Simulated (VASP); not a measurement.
SrTe: single point with PBE

The system is SrTe.

```
CELL_PARAMETERS angstrom
0.00000 3.41800 3.41800
3.41800 0.00000 3.41800
3.41800 3.41800 0.00000
ATOMIC_POSITIONS crystal
Sr 0.00000 0.00000 0.00000
Te 0.50000 0.50000 0.50000
```

This cell differs from its parent crystal: Ba replaced by Sr, lengths x 0.966, strained.

```
Program             : VASP 6.6.1
Task                : single point
Functional          : PBE
Potentials or basis : VASP PAW PBE potentials, release 64 (Sr_sv, Te)
Cutoff              : 500 eV
k mesh              : 8 × 8 × 8
Occupations         : gaussian, width 0.02 eV
Spin                : no spin polarisation
```

- Pressure: -1.4 GPa
- Band gap on the k mesh: 1.88 eV (least direct gap 2.52 eV)

Levels at points of the mesh, in eV from the valence-band top:
```
           k point  band 5  band 6  band 7  band 8  band 9  band 10  band 11  band 12
(0.00, 0.00, 0.00)   -9.75    0.00    0.00    0.00    2.52     3.33     3.33     3.33
(0.50, 0.00, 0.00)   -9.25   -2.58   -0.96   -0.96    3.79     5.01     5.20     5.20
(0.50, 0.50, 0.00)   -9.37   -1.83   -0.69   -0.69    1.88     3.65     4.71     5.76
```

It took 48 s on 1 thread of Intel Xeon 8259CL (shared host), peak memory 0.22 GiB.

Caveat: the cell differs from its parent crystal (Ba replaced by Sr, lengths x 0.966, strained); spin-orbit coupling is left out, which moves the levels of the heavy elements. A k mesh can miss the band edges.
